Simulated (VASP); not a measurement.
# GaN (Fm-3m) in VASP: further runs

GaN is run at these levels: PBEsol; tasks: single point.

Everything below comes from runs of VASP 6.6.1. Logs are shortened: lines on timing, memory, paths and dates and some standing lists are left out, and cuts for length are marked.

### 1 The cell of the first run

The structure is cubic, space group Fm-3m (No. 225). The conventional cell has a = 4.024 Å, b = 4.024 Å, c = 4.024 Å, α = 90.00°, β = 90.00°, γ = 90.00°. Within 2.7 Å of Ga (site symmetry m-3m) lie 6 N at 2.01 Å. N (site symmetry m-3m) has 6 Ga at 2.01 Å within 2.7 Å.

### 2 Single point, PBEsol (volume scaled by 1.03)

INCAR reads:

```
PREC = Accurate ; ENCUT = 520
EDIFF = 1E-6 ; ISMEAR = -1
SIGMA = 0.02 ; LREAL = False
LASPH = True ; NELM = 80
ALGO = Normal ; ISIF = 2
LWAVE = False ; LCHARG = False
GGA = PS ; NBANDS = 16
```

KPOINTS reads:

```
Automatic mesh
0
Gamma
  13 13 13
```

POSCAR reads:

```
GaN
1.0
    0.0000000000      2.0122290058      2.0122290058
    2.0122290058      0.0000000000      2.0122290058
    2.0122290058      2.0122290058      0.0000000000
Ga N
1 1
Direct
    0.5000000000      0.5000000000      0.5000000000
    0.0000000000      0.0000000000      0.0000000000
```

Potentials or basis: VASP PAW PBE potentials, release 64 (Ga_d, N).

The run is started by

```
cat potpaw_PBE.64/Ga_d/POTCAR potpaw_PBE.64/N/POTCAR > POTCAR
mpirun -np 1 vasp_std > vasp.out
```

OUTCAR:

```text
PREC = Accurate
   ENCUT = 520
   EDIFF = 1E-6
   ISMEAR = -1
   LREAL = False
   LASPH = True
   NELM = 80
   ISIF = 2
   GGA = PS

 ion  position               nearest neighbor table
   1  0.500  0.500  0.500-   2 2.01   2 2.01   2 2.01   2 2.01   2 2.01   2 2.01
   2  0.000  0.000  0.000-   1 2.01   1 2.01   1 2.01   1 2.01   1 2.01   1 2.01

  LATTYP: Found a face centered cubic cell.
 ALAT       =     4.0244580116

  Lattice vectors:

 A1 = (   0.0000000000,   2.0122290058,   2.0122290058)
 A2 = (   2.0122290058,   0.0000000000,   2.0122290058)
 A3 = (   2.0122290058,   2.0122290058,   0.0000000000)

Analysis of symmetry for initial positions (statically):
=====================================================================
 Subroutine PRICEL returns:
 Original cell was already a primitive cell.

 Routine SETGRP: Setting up the symmetry group for a
 face centered cubic supercell.

 Subroutine GETGRP returns: Found 48 space group operations
 (whereof 48 operations were pure point group operations)
 out of a pool of 48 trial point group operations.

The static configuration has the point symmetry O_h .

Analysis of symmetry for dynamics (positions and initial velocities):
=====================================================================
 Subroutine PRICEL returns:
 Original cell was already a primitive cell.

 Routine SETGRP: Setting up the symmetry group for a
 face centered cubic supercell.

 Subroutine GETGRP returns: Found 48 space group operations
 (whereof 48 operations were pure point group operations)
 out of a pool of 48 trial point group operations.

The dynamic configuration has the point symmetry O_h .

 Subroutine INISYM returns: Found 48 space group operations
 (whereof 48 operations are pure point group operations),
 and found     1 'primitive' translations

----------------------------------------------------------------------------------------

                                     Primitive cell

  volume of cell :      16.2953

  direct lattice vectors                    reciprocal lattice vectors
     0.000000000  2.012229006  2.012229006    -0.248480664  0.248480664  0.248480664
     2.012229006  0.000000000  2.012229006     0.248480664 -0.248480664  0.248480664
     2.012229006  2.012229006  0.000000000     0.248480664  0.248480664 -0.248480664

  length of vectors
     2.845721551  2.845721551  2.845721551     0.430381135  0.430381135  0.430381135

  position of ions in fractional coordinates (direct lattice)
     0.500000000  0.500000000  0.500000000
     0.000000000  0.000000000  0.000000000

  ion indices of the primitive-cell ions
   primitive index   ion index
                 1           1
                 2           2

----------------------------------------------------------------------------------------

 KPOINTS: Automatic mesh

Automatic generation of k-mesh.
 Grid dimensions read from file:
 generate k-points for:   13   13   13

 Generating k-lattice:

  Cartesian coordinates                     Fractional coordinates (reciprocal lattice)
    -0.019113897  0.019113897  0.019113897     0.076923077  0.000000000  0.000000000
     0.019113897 -0.019113897  0.019113897     0.000000000  0.076923077  0.000000000
     0.019113897  0.019113897 -0.019113897     0.000000000  0.000000000  0.076923077

  Length of vectors
     0.033106241  0.033106241  0.033106241

  Shift w.r.t. Gamma in fractional coordinates (k-lattice)
     0.000000000  0.000000000  0.000000000

 Subroutine IBZKPT returns following result:
 ===========================================

 Found     84 irreducible k-points:

 Following reciprocal coordinates:
            Coordinates               Weight
  0.000000  0.000000  0.000000      1.000000
  0.076923  0.000000  0.000000      8.000000
  0.153846  0.000000  0.000000      8.000000
  0.230769  0.000000  0.000000      8.000000
  0.307692  0.000000  0.000000      8.000000
  0.384615  0.000000  0.000000      8.000000
[... 16 lines left out ...]
  0.384615  0.153846  0.000000     24.000000
  0.461538  0.153846  0.000000     24.000000
 [... further k-points ...]
   k-points           NKPTS =     84   k-points in BZ     NKDIM =     84   number of bands    NBANDS=     16
   number of dos      NEDOS =    301   number of ions     NIONS =      2
   total plane-waves  NPLWV =  13824
   dimension x,y,z NGX =    24 NGY =   24 NGZ =   24
   dimension x,y,z NGXF=    48 NGYF=   48 NGZF=   48
   ions per type =               1   1
   NGX,Y,Z   is equivalent  to a cutoff of  14.02, 14.02, 14.02 a.u.
   NGXF,Y,Z  is equivalent  to a cutoff of  28.04, 28.04, 28.04 a.u.
 SYSTEM =  unknown system
   PREC   = accura    normal or accurate (medium, high low for compatibility)
   ISTART =      0    job   : 0-new  1-cont  2-samecut
   ICHARG =      2    charge: 1-file 2-atom 10-const
   ISPIN  =      1    spin polarized calculation?
   LNONCOLLINEAR =      F non collinear calculations
   LSORBIT =      F    spin-orbit coupling
   LASPH  =      T    aspherical Exc in radial PAW
   ENCUT  =  520.0 eV  38.22 Ry    6.18 a.u.   5.29  5.29  5.29*2*pi/ulx,y,z
   NELM   =     80;   NELMIN=  2; NELMDL= -5     # of ELM steps
   EDIFF  = 0.1E-05   stopping-criterion for ELM
   LREAL  =      F    real-space projection
   EDIFFG = 0.1E-04   stopping-criterion for IOM
   NSW    =      0    number of steps for IOM
   IBRION =     -1    ionic relax: 0-MD 1-quasi-New 2-CG
   NFREE  =      0    steps in history (QN), initial steepest desc. (CG)
   ISIF   =      2    stress and relaxation
   ISYM   =      2    0-nonsym 1-usesym 2-fastsym
   POTIM  = 0.5000    time-step for ionic-motion
   TEBEG  =    0.0;   TEEND  =   0.0 temperature during run
   PSTRESS=    0.0 pullay stress
   NELECT =      18.0000    total number of electrons
   NUPDOWN=      -1.0000    fix difference up-down
   EMIN   =  10.00;   EMAX   =-10.00  energy-range for DOS
   EFERMI =   0.00;   METHOD = LEGACY
   ISMEAR =    -1;   SIGMA  =   0.02  broadening in eV -4-tet -1-fermi 0-gaus
   EFERMI_NEDOS =   21; number of points for ismear=-14 and -15
   IALGO  =     38    algorithm
   IMIX   =      4    mixing-type and parameters
     AMIX     =   0.40;   BMIX     =  1.00
     AMIX_MAG =   1.60;   BMIX_MAG =  1.00
  volume/ion in A,a.u.               =       8.15        54.98
  Fermi-wavevector in a.u.,A,eV,Ry     =   1.692304  3.197990 38.965606  2.863891
  Thomas-Fermi vector in A             =   2.773914
   LORBIT       =      0    0 simple, 1 ext, 2 COOP (PROOUT), +10 PAW based schemes
   GGA     = PS    functional components
   LHFCALC =     F    Hartree Fock is set to
   AEXX    =    0.0000 exact exchange contribution
   IVDW    =     0    specifies the selected vdW correction
   LEPSILON=     F    determine dielectric tensor
   LRPA    =     F    only Hartree local field effects (RPA)
 non-spin polarized calculation
  energy-cutoff  :      520.00
  volume of cell :       16.30
 maximum number of plane-waves:       449
 NGX is ok and might be reduce to    24
   NGX = 11   NGY = 11   NGZ = 11

 number of electron      18.0000002 magnetization

 Free energy of the ion-electron system (eV)
  ---------------------------------------------------
  ext. energy  EPLUGINS =         0.00000000
  ---------------------------------------------------
  free energy    TOTEN  =       -11.93841773 eV

  energy without entropy =      -11.93841773  energy(sigma->0) =      -11.93841773

 E-fermi :  10.2656     XC(G=0): -14.1478

 val. band max:        9.7494972953   @ k =  -0.2308   0.1538   0.0000
 cond. band min:      11.3550220982   @ k =   0.4615   0.4615   0.0000
 fundamental gap:      1.6055248030
 Fermi energy:        10.2655845363

 k-point     1 :       0.0000    0.0000    0.0000
  band No.  band energies     occupation
      1      -9.1702      2.00000
      2      -4.1884      2.00000
      3      -4.1884      2.00000
      4      -4.1884      2.00000
      5      -4.0458      2.00000
      6      -4.0458      2.00000
[... 8 lines left out ...]
     15      27.6992      0.00000
     16      27.6992      0.00000

 k-point     2 :       0.0769    0.0000    0.0000
  band No.  band energies     occupation
      1      -9.0358      2.00000
      2      -4.1981      2.00000
      3      -4.1788      2.00000
      4      -4.1788      2.00000
      5      -4.0607      2.00000
      6      -4.0607      2.00000
[... 8 lines left out ...]
     15      27.2692      0.00000
     16      27.2692      0.00000

 k-point     3 :       0.1538    0.0000    0.0000
  band No.  band energies     occupation
      1      -8.6386      2.00000
      2      -4.2260      2.00000
      3      -4.1854      2.00000
      4      -4.1854      2.00000
      5      -4.0679      2.00000
      6      -4.0679      2.00000
[... 8 lines left out ...]
     15      27.4375      0.00000
     16      27.4375      0.00000

 k-point     4 :       0.2308    0.0000    0.0000
  band No.  band energies     occupation
      1      -8.0007      2.00000
      2      -4.2702      2.00000
      3      -4.2546      2.00000
      4      -4.2546      2.00000
      5      -4.0164      2.00000
      6      -4.0164      2.00000
[... 8 lines left out ...]
     15      28.5118      0.00000
     16      28.5118      0.00000
[... 324 lines left out ...]
 k-point    22 :       0.3077    0.1538    0.0000
  band No.  band energies     occupation
      1      -7.4398      2.00000
      2      -4.3451      2.00000
      3      -4.2814      2.00000
      4      -4.1637      2.00000
      5      -3.9522      2.00000
      6      -3.9151      2.00000
[... 8 lines left out ...]
     15      31.5217      0.00000
     16      32.7679      0.00000

 k-point    23 :       0.3846    0.1538    0.0000
  band No.  band energies     occupation
      1      -6.7420      2.00000
      2      -4.4144      2.00000
      3      -4.2525      2.00000
      4      -4.2397      2.00000
      5      -3.8594      2.00000
      6      -3.7767      2.00000
[... 8 lines left out ...]
     15      31.7791      0.00000
     16      34.1410      0.00000

 k-point    24 :       0.4615    0.1538    0.0000
  band No.  band energies     occupation
      1      -6.1378      2.00000
      2      -4.4792      2.00000
      3      -4.3143      2.00000
      4      -4.1967      2.00000
      5      -3.8315      2.00000
      6      -3.5079      2.00000
[... 8 lines left out ...]
     15      32.1513      0.00000
     16      35.4396      0.00000

 [... further k-points ...]
[... 5 lines left out ...]
  --------------------------------------------------------------------------------------
  -------------------------------------------------------------------------------------
  Total        4.6919613      4.6919613      4.6919613      0.0000000     -0.0000000      0.0000000
  in kB      461.3205423    461.3205423    461.3205423      0.0000000     -0.0000000      0.0000000
  external PRESSURE =     461.3205423 kB  Pullay stress =       0.0000000 kB

 VOLUME and BASIS-vectors are now :
 -----------------------------------------------------------------------------
  energy-cutoff  :      520.00
  volume of cell :       16.30
      direct lattice vectors                 reciprocal lattice vectors
     0.000000000  2.012229006  2.012229006    -0.248480664  0.248480664  0.248480664
     2.012229006  0.000000000  2.012229006     0.248480664 -0.248480664  0.248480664
     2.012229006  2.012229006  0.000000000     0.248480664  0.248480664 -0.248480664

 POSITION                                       TOTAL-FORCE (eV/Angst)
 -----------------------------------------------------------------------------------
      2.01223      2.01223      2.01223        -0.000000      0.000000      0.000000
      0.00000      0.00000      0.00000         0.000000      0.000000      0.000000
 -----------------------------------------------------------------------------------
    total drift:                                0.000000     -0.000000      0.000000

  FREE ENERGIE OF THE ION-ELECTRON SYSTEM (eV)
  ---------------------------------------------------
  free  energy   TOTEN  =       -11.9384177311 eV

  energy  without entropy=      -11.9384177311  energy(sigma->0) =      -11.93841773
```

Wall time 43 s (1 thread of Intel Xeon 6975P-C, shared host); peak memory 0.15 GiB.

What came out:

* Free energy: -11.9384 eV
* Pressure: 46.1 GPa
* Band gap on the k mesh: 1.61 eV, indirect (least direct gap 4.77 eV)

Caveat: the PAW data sets were made with another functional, which shifts forces and pressure a little. A k mesh can miss the band edges.

### 3 Single point, PBEsol (volume scaled by 1.06)

INCAR reads:

```
PREC = Accurate
ENCUT = 520
EDIFF = 1E-6
ISMEAR = -1
SIGMA = 0.02
LREAL = F
LASPH = T
NELM = 100
ALGO = Normal
ISIF = 2
LWAVE = F
LCHARG = F
GGA = PS
NBANDS = 16
```

KPOINTS reads:

```
regular mesh
0
Gamma
  13 13 13
```

POSCAR reads:

```
GaN
1.0
    0.0000000000      2.0315785487      2.0315785487
    2.0315785487      0.0000000000      2.0315785487
    2.0315785487      2.0315785487      0.0000000000
Ga N
1 1
Direct
    0.5000000000      0.5000000000      0.5000000000
    0.0000000000      0.0000000000      0.0000000000
```

Potentials or basis: VASP PAW PBE potentials, release 64 (Ga_d, N).

The run is started by

```
cat potpaw_PBE.64/Ga_d/POTCAR potpaw_PBE.64/N/POTCAR > POTCAR
mpirun -np 1 vasp_std > vasp.out
```

Run time: 37 s. Hardware: 1 thread of Intel Xeon 6975P-C, shared host; peak memory 0.15 GiB.

It converged, with:

```
Free energy            : -12.0583 eV
Pressure               : 34.6 GPa
Band gap on the k mesh : 1.41 eV, indirect (least direct gap 4.35 eV)
```

Levels at points of the mesh, in eV from the valence-band top:
```csv
k point,band 7,band 8,band 9,band 10,band 11,band 12
"(0.00, 0.00, 0.00)",-0.67,-0.67,-0.67,3.68,15.33,15.33
```

Caveat: the PAW data sets were made with another functional, which shifts forces and pressure a little.

### 4 Single point, PBEsol (volume scaled by 1.06)

INCAR reads:

```
SYSTEM = GaN
PREC = Accurate
ENCUT = 520
EDIFF = 1E-7
ISMEAR = -1
SIGMA = 0.02
LREAL = .FALSE.
LASPH = .TRUE.
NELM = 100
ALGO = Normal
ISIF = 2
LWAVE = .FALSE.
LCHARG = .FALSE.
GGA = PS
NBANDS = 16
```

KPOINTS reads:

```
Automatic mesh
0
G
  13 13 13
  0 0 0
```

POSCAR is that of step 3.

The run is started by

```
cat potpaw_PBE.64/Ga_d/POTCAR potpaw_PBE.64/N/POTCAR > POTCAR
mpirun -np 1 vasp_std > vasp.out
```

Run time: 42 s. Hardware: 1 thread of Intel Xeon 6975P-C, shared host; peak memory 0.15 GiB.

The run converged. Its results:

```yaml
Free_energy: -12.0583 eV
Pressure: 34.7 GPa
Band_gap_on_the_k_mesh: 1.41 eV, indirect (least direct gap 4.35 eV)
```

Levels at points of the mesh, in eV from the valence-band top:
```csv
k point,band 7,band 8,band 9,band 10,band 11,band 12
"(0.00, 0.00, 0.00)",-0.67,-0.67,-0.67,3.68,15.33,15.33
```

Caveat: the PAW data sets were made with another functional, which shifts forces and pressure a little.
